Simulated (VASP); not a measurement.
Here is a VASP 6.6.1 calculation.

Contents of INCAR:

```
SYSTEM = AlN
ALGO     = Normal         ! electronic algorithm
EDIFF    = 1E-6           ! SCF threshold, eV
ENCUT    = 520            ! plane-wave cutoff, eV
ISIF     = 2              ! what is computed and relaxed
ISMEAR   = -1             ! smearing method
LASPH    = .TRUE.         ! aspherical terms in the spheres
LCHARG   = .FALSE.        ! write CHGCAR
LREAL    = .FALSE.        ! projectors in reciprocal space
LWAVE    = .FALSE.        ! write WAVECAR
NBANDS   = 11             ! bands
NELM     = 60             ! most SCF steps
PREC     = Accurate       ! precision mode
SIGMA    = 0.02           ! smearing width, eV
```

The input KPOINTS:

```
k-points
0
G
  10 10 10
  0 0 0
```

The input POSCAR:

```
AlN
1.0
    0.0000000000      1.9780000000      2.0373400000
    1.9780000000      0.0000000000      2.0373400000
    1.9780000000      1.9780000000      0.0000000000
Al N
1 1
Direct
    0.0000000000      0.0000000000      0.0000000000
    0.5000000000      0.5000000000      0.5000000000
```

Potentials or basis: VASP PAW LDA potentials, release 64 (Al, N).

Command:

```sh
$ cat potpaw_LDA.64/Al/POTCAR potpaw_LDA.64/N/POTCAR > POTCAR
$ mpirun -np 1 vasp_std > vasp.out
```

Q: Estimate the band gap on the k mesh.

A: 4.59 eV, indirect (least direct gap 6.15 eV).

Q: Estimate the pressure.

A: 4.5 GPa.

Stress tensor (GPa, compression positive):
```
 7.71  0.00  0.00
 0.00  7.71  0.00
 0.00  0.00 -1.91
```

Caveat: the cell differs from its parent crystal (zz strain of +3 %). A k mesh can miss the band edges.
